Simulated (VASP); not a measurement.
# AlN (P1) in VASP: relaxation of the atoms with PBE

Aim: the relaxation of the atoms of AlN with PBE.

Program: VASP 6.6.1. These are calculated values, not measurements. Logs are shortened: lines on timing, memory, paths and dates and some standing lists are left out, and cuts for length are marked.

### 1 The cell of the first run

The typed cell holds 4 atoms: a = 3.114 Å, b = 3.114 Å, c = 4.403 Å, α = 90.00°, β = 90.00°, γ = 90.00°.

### 2 Relaxation of the atoms, PBE

Contents of INCAR:

```
SYSTEM = AlN
ALGO = Normal ; EDIFF = 1E-6
EDIFFG = -0.01 ; ENCUT = 520
GGA = PE ; IBRION = 2
ISIF = 2 ; ISMEAR = 0
LASPH = .TRUE. ; LCHARG = .FALSE.
LREAL = .FALSE. ; LWAVE = .FALSE.
NELM = 100 ; NSW = 100
PREC = Accurate ; SIGMA = 0.05
```

Contents of KPOINTS:

```
k-points
0
G
  8 8 6
  0 0 0
```

Contents of POSCAR:

```
AlN
1.0
    0.0000000000     -2.2015871054     -2.2015871054
    0.0000000000      2.2015871054     -2.2015871054
    4.4031742107      0.0000000000      0.0000000000
Al N
2 2
Direct
    0.4947181823      0.5408815937      0.4535497191
    0.0052818177     -0.0408815937      0.0464502809
   -0.0768898579      0.5304747074      0.1998625126
    0.5768898579     -0.0304747074      0.8001374874
```

Potentials or basis: VASP PAW PBE potentials, release 64 (Al, N).

On the command line:

```sh
cat potpaw_PBE.64/Al/POTCAR potpaw_PBE.64/N/POTCAR > POTCAR
mpirun -np 1 vasp_std > vasp.out
```

OUTCAR:

```text
SYSTEM = AlN
   EDIFF = 1E-6
   EDIFFG = -0.01
   ENCUT = 520
   GGA = PE
   IBRION = 2
   ISIF = 2
   ISMEAR = 0
   LASPH = .TRUE.
   LREAL = .FALSE.
   NELM = 100
   NSW = 100
   PREC = Accurate

 ion  position               nearest neighbor table
   1  0.495  0.541  0.454-   3 1.74   4 2.04   3 2.10   4 2.36   2 2.69   2 2.73   2 2.97   2 3.00
                             2 3.29   2 3.32
   2  0.005  0.959  0.046-   3 1.52   4 1.72   3 1.92   4 2.08   1 2.69   1 2.73   1 2.97   1 3.00
                             1 3.29   1 3.32
   3  0.923  0.530  0.200-   2 1.52   1 1.74   2 1.92   1 2.10
   4  0.577  0.970  0.800-   2 1.72   1 2.04   2 2.08   1 2.36

  LATTYP: Found a simple tetragonal cell.
 ALAT       =     3.1135143432
 C/A-ratio  =     1.4142135623

  Lattice vectors:

 A1 = (   0.0000000000,  -2.2015871054,  -2.2015871054)
 A2 = (   0.0000000000,   2.2015871054,  -2.2015871054)
 A3 = (   4.4031742107,   0.0000000000,   0.0000000000)

Analysis of symmetry for initial positions (statically):
=====================================================================
 Subroutine PRICEL returns:
 Original cell was already a primitive cell.

 Routine SETGRP: Setting up the symmetry group for a
 simple tetragonal supercell.

 Subroutine GETGRP returns: Found  1 space group operations
 (whereof  1 operations were pure point group operations)
 out of a pool of 16 trial point group operations.

The static configuration has the point symmetry C_1 .

Analysis of symmetry for dynamics (positions and initial velocities):
=====================================================================
 Subroutine PRICEL returns:
 Original cell was already a primitive cell.

 Routine SETGRP: Setting up the symmetry group for a
 simple tetragonal supercell.

 Subroutine GETGRP returns: Found  1 space group operations
 (whereof  1 operations were pure point group operations)
 out of a pool of 16 trial point group operations.

The dynamic configuration has the point symmetry C_1 .

 Subroutine INISYM returns: Found  1 space group operations
 (whereof  1 operations are pure point group operations),
 and found     1 'primitive' translations

----------------------------------------------------------------------------------------

                                     Primitive cell

  volume of cell :      42.6842

  direct lattice vectors                    reciprocal lattice vectors
[... 119 lines left out ...]
   IVDW    =     0    specifies the selected vdW correction
   LEPSILON=     F    determine dielectric tensor
   LRPA    =     F    only Hartree local field effects (RPA)
 conjugate gradient relaxation of ions
 non-spin polarized calculation
 Gauss-broadening in eV      SIGMA  =   0.05
  energy-cutoff  :      520.00
  volume of cell :       42.68
 maximum number of plane-waves:      1176
   NGX = 11   NGY = 11   NGZ = 17

--------------------------------------- Ionic step        1  -------------------------------------------

 number of electron      16.0000002 magnetization

 Free energy of the ion-electron system (eV)
  ---------------------------------------------------
  ext. energy  EPLUGINS =         0.00000000
  ---------------------------------------------------
  free energy    TOTEN  =       -25.17659967 eV

  energy without entropy =      -25.17659921  energy(sigma->0) =      -25.17659944

------------------------ aborting loop because EDIFF is reached ----------------------------------------

  FORCE on cell =-STRESS in cart. coord.  units (eV):
  Direction    XX          YY          ZZ          XY          YZ          ZX
  --------------------------------------------------------------------------------------
  -------------------------------------------------------------------------------------
  Total        3.9568348      7.3313464     11.8128872     -5.6565084     -5.0593775      6.2003099
  in kB      148.5220352    275.1862380    443.4034116   -212.3202468   -189.9065982    232.7321450
  external PRESSURE =     289.0372283 kB  Pullay stress =       0.0000000 kB
[... 95 lines left out ...]
  FREE ENERGIE OF THE ION-ELECTRON SYSTEM (eV)
  ---------------------------------------------------
  free  energy   TOTEN  =       -28.3450647689 eV

  energy  without entropy=      -28.3450647689  energy(sigma->0) =      -28.34506477

[... ionic steps 4 to 13 ...]

--------------------------------------- Ionic step       14  -------------------------------------------

 number of electron      15.9999997 magnetization

------------------------ aborting loop because EDIFF is reached ----------------------------------------
[... 71 lines left out ...]
--------------------------------------- Ionic step       16  -------------------------------------------

 number of electron      15.9999997 magnetization

 Free energy of the ion-electron system (eV)
  ---------------------------------------------------
  ext. energy  EPLUGINS =         0.00000000
  ---------------------------------------------------
  free energy    TOTEN  =       -29.69476157 eV

  energy without entropy =      -29.69476157  energy(sigma->0) =      -29.69476157

 E-fermi :   5.9860     XC(G=0): -10.8291

 val. band max:        5.7454206263   @ k =   0.0000   0.0000   0.0000
 cond. band min:       9.0498787397   @ k =   0.5000   0.5000   0.0000
 fundamental gap:      3.3044581135
 Fermi energy:         5.9859601697

 k-point     1 :       0.0000    0.0000    0.0000
  band No.  band energies     occupation
      1      -9.0975      2.00000
      2      -6.5070      2.00000
      3       0.9155      2.00000
      4       3.9967      2.00000
      5       3.9970      2.00000
      6       5.7446      2.00000
      7       5.7448      2.00000
      8       5.7454      2.00000
      9       9.0501      0.00000
     10       9.7294      0.00000
     11      14.2133      0.00000
     12      18.0687      0.00000
[... 331 lines left out ...]
 k-point    24 :       0.3750    0.2500    0.0000
  band No.  band energies     occupation
      1      -7.4556      2.00000
      2      -6.5506      2.00000
      3       1.5219      2.00000
      4       2.0091      2.00000
      5       2.8794      2.00000
      6       3.5177      2.00000
      7       4.3155      2.00000
      8       4.5143      2.00000
      9      11.0804      0.00000
     10      11.4150      0.00000
     11      15.3726      0.00000
     12      16.2686      0.00000

 [... further k-points ...]
[... 5 lines left out ...]
  --------------------------------------------------------------------------------------
  -------------------------------------------------------------------------------------
  Total       -0.0728120     -0.0719199     -0.0719128      0.0003230     -0.0017552      0.0016879
  in kB       -2.7330386     -2.6995535     -2.6992867      0.0121246     -0.0658839      0.0633559
  external PRESSURE =      -2.7106263 kB  Pullay stress =       0.0000000 kB
[... 19 lines left out ...]
  FREE ENERGIE OF THE ION-ELECTRON SYSTEM (eV)
  ---------------------------------------------------
  free  energy   TOTEN  =       -29.6947615678 eV

  energy  without entropy=      -29.6947615678  energy(sigma->0) =      -29.69476157

 reached required accuracy - stopping structural energy minimisation
```

CONTCAR:

```text
AlN
   1.00000000000000
     0.0000000000000000   -2.2015871053999998   -2.2015871053999998
     0.0000000000000000    2.2015871053999998   -2.2015871053999998
     4.4031742106999996    0.0000000000000000    0.0000000000000000
  Al              N
     2     2
Direct
     0.4998789617104490    0.5000020486035719    0.5000133852785694
     0.0001657661002266    0.0000005556170182    0.0000030826263306
     0.9998310719586295    0.4999986364668008    0.2499831497425686
     0.5001242002306946    0.9999987593126091    0.7500003823525314

  0.00000000E+00  0.00000000E+00  0.00000000E+00
  0.00000000E+00  0.00000000E+00  0.00000000E+00
  0.00000000E+00  0.00000000E+00  0.00000000E+00
  0.00000000E+00  0.00000000E+00  0.00000000E+00
```

Run time: 9.2 min. Hardware: 1 thread of Oxide Virtual Turin-like, shared host; peak memory 0.19 GiB.

What came out:

| Property | Result |
| --- | --- |
| Free energy | -29.6948 eV |
| Energy gained by relaxing | 1129.5 meV/atom |
| Ionic steps | 16 |
| Pressure after relaxing | -0.3 GPa |
| Largest force after relaxing | 0.007 eV/Å |
| Band gap on the k mesh | 3.30 eV |

Forces in eV/Å, atoms in the order of the input:
```
Al  -0.002 -0.001 -0.001
Al   0.000  0.004  0.004
N    0.001 -0.005 -0.005
N    0.001  0.002  0.002
```

Step by step:
```csv
step,energy change (eV),largest force (eV/Å),pressure (GPa)
1,0.0000,13.9588,28.90
2,-1.5485,6.4943,20.92
3,-3.1685,5.6687,7.20
4,-3.7335,5.3933,4.33
5,-4.0410,2.7857,1.80
6,-4.4310,1.0645,-0.21
7,-4.4378,1.1685,-0.15
8,-4.4982,0.4524,-0.27
9,-4.4996,0.4505,-0.24
10,-4.5153,0.2308,-0.28
11,-4.5157,0.2100,-0.26
12,-4.5179,0.0514,-0.27
13,-4.5180,0.0590,-0.27
14,-4.5181,0.0180,-0.27
15,-4.5181,0.0176,-0.27
16,-4.5182,0.0068,-0.27
```

Final structure:
```
Al N
1.0
     0.00000   -2.20159   -2.20159
     0.00000    2.20159   -2.20159
     4.40317    0.00000    0.00000
Al N
2 2
Direct
  0.49988 0.50000 0.50001
  0.00017 0.00000 0.00000
  0.99983 0.50000 0.24998
  0.50012 0.00000 0.75000
```

A k mesh can miss the band edges.
